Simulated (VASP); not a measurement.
Write the native input for VASP 6.6.1 that does the following.

```
Task                   : single point
Functional             : LDA
Potentials or basis    : VASP PAW LDA potentials, release 64 (Ti_sv, Si)
Cutoff                 : 520 eV
k mesh                 : 12 × 12 × 12
Occupations            : fermi-dirac, width 0.05 eV
Spin                   : no spin polarisation
Dipole correction      : no
Further INCAR settings : ALGO = Normal; EDIFF = 1e-07; NBANDS = 17
```

The structure of TiSi2 lies in POSCAR:

```
TiSi2
1.0
   -1.4826264035      1.7234689397      4.2399784024
    1.4826264035     -1.7234689397      4.2399784024
    1.4826264035      1.7234689397     -4.2399784024
Ti Si
1 2
Direct
    0.0000000000      0.0000000000      0.0000000000
    0.6700780000      0.6700780000      0.0000000000
    0.3299220000      0.3299220000      0.0000000000
```

These files were run (other wordings do the same):

INCAR

```
ALGO = Normal
EDIFF = 1E-7
ENCUT = 520
GGA = CA
ISIF = 2
ISMEAR = -1
LASPH = T
LCHARG = F
LREAL = F
LWAVE = F
NBANDS = 17
NELM = 80
PREC = Accurate
SIGMA = 0.05
```

KPOINTS

```
k-points
0
Gamma
  12 12 12
```

Potentials or basis: VASP PAW LDA potentials, release 64 (Ti_sv, Si).

Command:

```console
$ cat potpaw_LDA.64/Ti_sv/POTCAR potpaw_LDA.64/Si/POTCAR > POTCAR
$ mpirun -np 1 vasp_std > vasp.out
```

It gave:

```
Pressure               : -8.8 GPa
Largest force          : 0.125 eV/Å
Band gap on the k mesh : zero (bands 10 and 11 overlap by 2.23 eV)
```

Caveat: the cell stands under tension.

It took 8.4 min on 1 thread of Intel Xeon 8259CL (shared host), peak memory 0.32 GiB.
